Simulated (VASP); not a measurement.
# GaSb (F-43m) in VASP: single point with PBE

Aim: the single point of GaSb with PBE.

All numbers are computed with VASP 6.6.1; they aren't measurements. Logs are shortened: lines on timing, memory, paths and dates and some standing lists are left out, and cuts for length are marked.

### Step 1. The cell of the first run

It takes space group F-43m (No. 216, cubic). Conventional cell: a = 6.118 Å, b = 6.118 Å, c = 6.118 Å, α = 90.00°, β = 90.00°, γ = 90.00°. Within 3.5 Å of Ga (site symmetry -43m) lie 4 Sb at 2.65 Å. Sb (site symmetry -43m) has 4 Ga at 2.65 Å within 3.5 Å.

### Step 2. Single point, PBE

The input, INCAR:

```
  ALGO = Normal
  EDIFF = 1E-6
  ENCUT = 500
  GGA = PE
  GGA_COMPAT = False
  ISIF = 2
  ISMEAR = -1
  LASPH = True
  LCHARG = True
  LELF = True
  LREAL = False
  LVHAR = True
  LWAVE = False
  NBANDS = 86
  NELM = 120
  PREC = Accurate
  SIGMA = 0.02
```

The input, KPOINTS:

```
k-points
0
Gamma
  2 2 2
```

The input, POSCAR:

```
GaSb
1.0
    0.0000000000      6.1180000000      6.1180000000
    6.1180000000      0.0000000000      6.1180000000
    6.1180000000      6.1180000000      0.0000000000
Ga Sb
8 8
Direct
    0.0000000000      0.0000000000      0.0000000000
    0.0000000000      0.0000000000      0.5000000000
    0.0000000000      0.5000000000      0.0000000000
    0.0000000000      0.5000000000      0.5000000000
    0.5000000000      0.0000000000      0.0000000000
    0.5000000000      0.0000000000      0.5000000000
    0.5000000000      0.5000000000      0.0000000000
    0.5000000000      0.5000000000      0.5000000000
    0.1250000000      0.1250000000      0.1250000000
    0.1250000000      0.1250000000      0.6250000000
    0.1250000000      0.6250000000      0.1250000000
    0.1250000000      0.6250000000      0.6250000000
    0.6250000000      0.1250000000      0.1250000000
    0.6250000000      0.1250000000      0.6250000000
    0.6250000000      0.6250000000      0.1250000000
    0.6250000000      0.6250000000      0.6250000000
```

Potentials or basis: VASP PAW PBE potentials, release 64 (Ga_d, Sb).

Run with:

```
$ cat potpaw_PBE.64/Ga_d/POTCAR potpaw_PBE.64/Sb/POTCAR > POTCAR
$ mpirun -np 1 vasp_std > vasp.out
```

OUTCAR:

```text
EDIFF = 1E-6
   ENCUT = 500
   GGA = PE
   ISIF = 2
   ISMEAR = -1
   LASPH = True
   LREAL = False
   NELM = 120
   PREC = Accurate

 ion  position               nearest neighbor table
   1  0.000  0.000  0.000-  10 2.65  11 2.65  13 2.65   9 2.65
   2  0.000  0.000  0.500-   9 2.65  12 2.65  14 2.65  10 2.65
   3  0.000  0.500  0.000-   9 2.65  12 2.65  15 2.65  11 2.65
   4  0.000  0.500  0.500-  10 2.65  11 2.65  16 2.65  12 2.65
   5  0.500  0.000  0.000-   9 2.65  14 2.65  15 2.65  13 2.65
   6  0.500  0.000  0.500-  10 2.65  13 2.65  16 2.65  14 2.65
[... 8 lines left out ...]
  15  0.625  0.625  0.125-   3 2.65   5 2.65   8 2.65   7 2.65
  16  0.625  0.625  0.625-   4 2.65   6 2.65   7 2.65   8 2.65

  LATTYP: Found a face centered cubic cell.
 ALAT       =    12.2360000000

  Lattice vectors:

 A1 = (   0.0000000000,   6.1180000000,   6.1180000000)
 A2 = (   6.1180000000,   0.0000000000,   6.1180000000)
 A3 = (   6.1180000000,   6.1180000000,   0.0000000000)

Analysis of symmetry for initial positions (statically):
=====================================================================
 Subroutine PRICEL returns following result:

  LATTYP: Found a face centered cubic cell.
 ALAT       =     6.1180000000

  Lattice vectors:

 A1 = (   0.0000000000,   3.0590000000,   3.0590000000)
 A2 = (   3.0590000000,   0.0000000000,   3.0590000000)
 A3 = (   3.0590000000,   3.0590000000,   0.0000000000)

   8 primitive cells build up your supercell.

 Routine SETGRP: Setting up the symmetry group for a
 face centered cubic supercell.

 Subroutine GETGRP returns: Found 24 space group operations
 (whereof 24 operations were pure point group operations)
 out of a pool of 48 trial point group operations.

The static configuration has the point symmetry T_d .

Analysis of symmetry for dynamics (positions and initial velocities):
=====================================================================
 Subroutine PRICEL returns following result:

  LATTYP: Found a face centered cubic cell.
 ALAT       =     6.1180000000

  Lattice vectors:

 A1 = (   0.0000000000,   3.0590000000,   3.0590000000)
 A2 = (   3.0590000000,   0.0000000000,   3.0590000000)
 A3 = (   3.0590000000,   3.0590000000,   0.0000000000)

   8 primitive cells build up your supercell.

 Routine SETGRP: Setting up the symmetry group for a
 face centered cubic supercell.

 Subroutine GETGRP returns: Found 24 space group operations
 (whereof 24 operations were pure point group operations)
 out of a pool of 48 trial point group operations.

The dynamic configuration has the point symmetry T_d .

 Subroutine INISYM returns: Found 24 space group operations
 (whereof 24 operations are pure point group operations),
 and found     8 'primitive' translations

----------------------------------------------------------------------------------------

                                     Primitive cell

  volume of cell :      57.2491

  direct lattice vectors                    reciprocal lattice vectors
     0.000000000  3.059000000  3.059000000    -0.163452109  0.163452109  0.163452109
     3.059000000  0.000000000  3.059000000     0.163452109 -0.163452109  0.163452109
     3.059000000  3.059000000  0.000000000     0.163452109  0.163452109 -0.163452109

  length of vectors
     4.326079287  4.326079287  4.326079287     0.283107357  0.283107357  0.283107357

  position of ions in fractional coordinates (direct lattice)
     0.000000000  0.000000000  0.000000000
     0.250000000  0.250000000  0.250000000

  ion indices of the primitive-cell ions
   primitive index   ion index
                 1           1
                 2           9

----------------------------------------------------------------------------------------

 KPOINTS: k-points

Automatic generation of k-mesh.
 Grid dimensions read from file:
 generate k-points for:    2    2    2

 Generating k-lattice:

  Cartesian coordinates                     Fractional coordinates (reciprocal lattice)
    -0.040863027  0.040863027  0.040863027     0.500000000  0.000000000  0.000000000
     0.040863027 -0.040863027  0.040863027     0.000000000  0.500000000  0.000000000
     0.040863027  0.040863027 -0.040863027     0.000000000  0.000000000  0.500000000

  Length of vectors
     0.070776839  0.070776839  0.070776839

  Shift w.r.t. Gamma in fractional coordinates (k-lattice)
     0.000000000  0.000000000  0.000000000

 Subroutine IBZKPT returns following result:
 ===========================================

 Found      3 irreducible k-points:

 Following reciprocal coordinates:
            Coordinates               Weight
  0.000000  0.000000  0.000000      1.000000
  0.500000  0.000000  0.000000      4.000000
  0.500000  0.500000  0.000000      3.000000
   k-points           NKPTS =      3   k-points in BZ     NKDIM =      3   number of bands    NBANDS=     86
   number of dos      NEDOS =    301   number of ions     NIONS =     16
   total plane-waves  NPLWV = 262144
   dimension x,y,z NGX =    64 NGY =   64 NGZ =   64
   dimension x,y,z NGXF=   128 NGYF=  128 NGZF=  128
   ions per type =               8   8
   NGX,Y,Z   is equivalent  to a cutoff of  12.30, 12.30, 12.30 a.u.
   NGXF,Y,Z  is equivalent  to a cutoff of  24.59, 24.59, 24.59 a.u.
 SYSTEM =  unknown system
   PREC   = accura    normal or accurate (medium, high low for compatibility)
   ISTART =      0    job   : 0-new  1-cont  2-samecut
   ICHARG =      2    charge: 1-file 2-atom 10-const
   ISPIN  =      1    spin polarized calculation?
   LNONCOLLINEAR =      F non collinear calculations
   LSORBIT =      F    spin-orbit coupling
   LASPH  =      T    aspherical Exc in radial PAW
   ENCUT  =  500.0 eV  36.75 Ry    6.06 a.u.  15.77 15.77 15.77*2*pi/ulx,y,z
   NELM   =    120;   NELMIN=  2; NELMDL= -5     # of ELM steps
   EDIFF  = 0.1E-05   stopping-criterion for ELM
   LREAL  =      F    real-space projection
   EDIFFG = 0.1E-04   stopping-criterion for IOM
   NSW    =      0    number of steps for IOM
   IBRION =     -1    ionic relax: 0-MD 1-quasi-New 2-CG
   NFREE  =      0    steps in history (QN), initial steepest desc. (CG)
   ISIF   =      2    stress and relaxation
   ISYM   =      2    0-nonsym 1-usesym 2-fastsym
   POTIM  = 0.5000    time-step for ionic-motion
   TEBEG  =    0.0;   TEEND  =   0.0 temperature during run
   PSTRESS=    0.0 pullay stress
   NELECT =     144.0000    total number of electrons
   NUPDOWN=      -1.0000    fix difference up-down
   EMIN   =  10.00;   EMAX   =-10.00  energy-range for DOS
   EFERMI =   0.00;   METHOD = LEGACY
   ISMEAR =    -1;   SIGMA  =   0.02  broadening in eV -4-tet -1-fermi 0-gaus
   EFERMI_NEDOS =   21; number of points for ismear=-14 and -15
   IALGO  =     38    algorithm
   IMIX   =      4    mixing-type and parameters
     AMIX     =   0.40;   BMIX     =  1.00
     AMIX_MAG =   1.60;   BMIX_MAG =  1.00
  volume/ion in A,a.u.               =      28.62       193.17
  Fermi-wavevector in a.u.,A,eV,Ry     =   1.113208  2.103657 16.860766  1.239231
  Thomas-Fermi vector in A             =   2.249790
   LORBIT       =      0    0 simple, 1 ext, 2 COOP (PROOUT), +10 PAW based schemes
   GGA     = PE    functional components
   LHFCALC =     F    Hartree Fock is set to
   AEXX    =    0.0000 exact exchange contribution
   IVDW    =     0    specifies the selected vdW correction
   LEPSILON=     F    determine dielectric tensor
   LRPA    =     F    only Hartree local field effects (RPA)
 non-spin polarized calculation
  energy-cutoff  :      500.00
  volume of cell :      457.99
 maximum number of plane-waves:     11670
 NGX is ok and might be reduce to    64
   NGX = 31   NGY = 31   NGZ = 31

 number of electron     143.9999887 magnetization

 Free energy of the ion-electron system (eV)
  ---------------------------------------------------
  ext. energy  EPLUGINS =         0.00000000
  ---------------------------------------------------
  free energy    TOTEN  =       -57.24696780 eV

  energy without entropy =      -57.23669815  energy(sigma->0) =      -57.24183297

 E-fermi :   4.9422     XC(G=0):  -9.0594

 val. band max:        4.9417159571   @ k =   0.0000   0.0000   0.0000
 cond. band min:       5.3042511080   @ k =   0.0000   0.0000   0.0000
 fundamental gap:      0.3625351508
 Fermi energy:         4.9421733748

 k-point     1 :       0.0000    0.0000    0.0000
  band No.  band energies     occupation
      1     -10.1997      2.00000
      2     -10.1997      2.00000
      3     -10.1997      2.00000
      4     -10.1824      2.00000
      5     -10.1824      2.00000
      6     -10.1824      2.00000
[... 76 lines left out ...]
     83       6.1493      0.00000
     84       7.6636      0.00000

 k-point     2 :       0.5000    0.0000    0.0000
  band No.  band energies     occupation
      1     -10.1896      2.00000
      2     -10.1896      2.00000
      3     -10.1896      2.00000
      4     -10.1896      2.00000
      5     -10.1896      2.00000
      6     -10.1896      2.00000
[... 76 lines left out ...]
     83       8.5300      0.00000
     84       8.5304      0.00000

 k-point     3 :       0.5000    0.5000    0.0000
  band No.  band energies     occupation
      1     -10.1930      2.00000
      2     -10.1930      2.00000
      3     -10.1825      2.00000
      4     -10.1825      2.00000
      5     -10.1825      2.00000
      6     -10.1825      2.00000
[... 76 lines left out ...]
     83       9.2303      0.00000
     84       9.2326      0.00000
 [bands above 84 left out]

------------------------ aborting loop because EDIFF is reached ----------------------------------------

  FORCE on cell =-STRESS in cart. coord.  units (eV):
  Direction    XX          YY          ZZ          XY          YZ          ZX
  --------------------------------------------------------------------------------------
  -------------------------------------------------------------------------------------
  Total        8.2534751      8.2534751      8.2534751     -0.0000000     -0.0000000     -0.0000000
  in kB       28.8728075     28.8728075     28.8728075     -0.0000000     -0.0000000     -0.0000000
  external PRESSURE =      28.8728075 kB  Pullay stress =       0.0000000 kB

 VOLUME and BASIS-vectors are now :
 -----------------------------------------------------------------------------
  energy-cutoff  :      500.00
  volume of cell :      457.99
      direct lattice vectors                 reciprocal lattice vectors
     0.000000000  6.118000000  6.118000000    -0.081726054  0.081726054  0.081726054
     6.118000000  0.000000000  6.118000000     0.081726054 -0.081726054  0.081726054
     6.118000000  6.118000000  0.000000000     0.081726054  0.081726054 -0.081726054

 POSITION                                       TOTAL-FORCE (eV/Angst)
 -----------------------------------------------------------------------------------
      0.00000      0.00000      0.00000         0.000000      0.000000     -0.000000
      3.05900      3.05900      0.00000        -0.000000      0.000000     -0.000000
      3.05900      0.00000      3.05900         0.000000      0.000000     -0.000000
      6.11800      3.05900      3.05900         0.000000      0.000000     -0.000000
      0.00000      3.05900      3.05900        -0.000000      0.000000     -0.000000
      3.05900      6.11800      3.05900        -0.000000      0.000000     -0.000000
[... 8 lines left out ...]
      4.58850      4.58850      7.64750        -0.000000     -0.000000      0.000000
      7.64750      7.64750      7.64750         0.000000     -0.000000      0.000000
 -----------------------------------------------------------------------------------
    total drift:                                0.000002      0.000002      0.000003

  FREE ENERGIE OF THE ION-ELECTRON SYSTEM (eV)
  ---------------------------------------------------
  free  energy   TOTEN  =       -57.2469677971 eV

  energy  without entropy=      -57.2366981502  energy(sigma->0) =      -57.24183297
```

It took 2.1 min on 1 thread of Intel Xeon Platinum 8488C (Sapphire Rapids), shared host; peak memory 0.6 GiB.

What came out:

| Quantity | Value |
| --- | --- |
| Free energy | -57.2470 eV |
| Pressure | 2.9 GPa |

Caveat: the k points lie up to 0.44 Å⁻¹ apart; spin-orbit coupling is left out, which moves the levels of the heavy elements.
